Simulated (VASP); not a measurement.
**MoS2: single point with PBE**

The system is MoS2.

```
Mo S
1.0
     1.58759    0.91660    6.19393
    -1.58759    0.91660    6.19393
     0.00000   -1.83319    6.19393
Mo S
1 2
Direct
  0.01035 0.00652 0.00029
  0.26131 0.26313 0.24030
  0.42616 0.41298 0.43984
```

* Program: VASP 6.6.1
* Task: single point
* Functional: PBE
* Potentials or basis: VASP PAW PBE potentials, release 64 (Mo_sv, S)
* Cutoff: 520 eV
* k mesh: 6 × 6 × 6
* Occupations: fermi-dirac, width 0.02 eV
* Spin: no spin polarisation

* Pressure: -1.0 GPa
* Largest force: 1.058 eV/Å
* Band gap on the k mesh: 0.91 eV (least direct gap 1.74 eV)

Forces on the atoms (eV/Å):
```
Mo   0.029 -0.221  0.765
S    0.083 -0.220  0.190
S   -0.112  0.441 -0.955
```

Stress tensor (GPa, compression positive):
```
-0.23  0.01 -0.88
 0.01 -0.03  2.97
-0.88  2.97 -2.81
```

Levels at points of the mesh, in eV from the valence-band top:
```tsv
k point	band 11	band 12	band 13	band 14	band 15	band 16
(0.00, 0.00, 0.00)	-1.91	-1.30	-1.00	1.97	2.14	2.39
(0.50, 0.00, 0.00)	-2.27	-1.41	-1.31	1.73	2.07	3.33
(0.00, 0.50, 0.00)	-2.23	-1.41	-1.32	1.73	2.07	3.34
(0.00, 0.00, 0.50)	-2.40	-1.37	-1.33	1.71	2.08	3.36
(0.50, 0.50, 0.00)	-2.87	-1.58	-1.17	1.67	2.19	3.13
(0.50, 0.00, 0.50)	-2.91	-1.60	-1.13	1.68	2.19	2.97
(0.00, 0.50, 0.50)	-2.89	-1.60	-1.13	1.68	2.19	3.01
(0.50, 0.50, 0.50)	-2.00	-1.88	0.00	2.06	2.22	2.28
```

Wall time 3.2 min on 1 thread of Intel(R) Xeon(R) 6975P-C (Granite Rapids) (shared host), peak memory 0.37 GiB.

Caveat: the atoms stand as in a frame of molecular dynamics; forces of over 1 eV/Å act on the atoms, so gaps and moduli don't describe the material at rest. Expect the measured gap to be larger: semilocal functionals such as PBE lack the derivative discontinuity.
